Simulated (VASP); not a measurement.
# C: single point with r2SCAN

C:

```
C
1.0
     0.00000    1.80684    1.80684
     1.80684    0.00000    1.80684
     1.80684    1.80684    0.00000
C
2
Direct
  0.75000 0.75000 0.75000
  0.50000 0.50000 0.50000
```

* Program: VASP 6.6.1
* Task: single point
* Functional: r2SCAN
* Potentials or basis: VASP PAW PBE potentials, release 64 (C)
* Cutoff: 520 eV
* k mesh: 13 × 13 × 13
* Occupations: fermi-dirac, width 0.05 eV
* Spin: no spin polarisation
* Dipole correction: no
* Further INCAR settings: ALGO = Normal; EDIFF = 1e-06; NBANDS = 11

* Pressure: -17.6 GPa
* Band gap on the k mesh: 4.25 eV, indirect (least direct gap 5.73 eV)

Levels at points of the mesh, in eV from the valence-band top:
| k point | band 1 | band 2 | band 3 | band 4 | band 5 | band 6 | band 7 | band 8 | band 9 |
| --- | --- | --- | --- | --- | --- | --- | --- | --- | --- |
| (0.00, 0.00, 0.00) | -22.16 | 0.00 | 0.00 | 0.00 | 5.73 | 5.73 | 5.73 | 12.89 | 19.86 |

It took 27 s on 1 thread of Intel Xeon 6975P-C (shared host), peak memory 0.12 GiB.

Caveat: the PAW data sets were made with another functional, which shifts forces and pressure a little. A k mesh can miss the band edges.
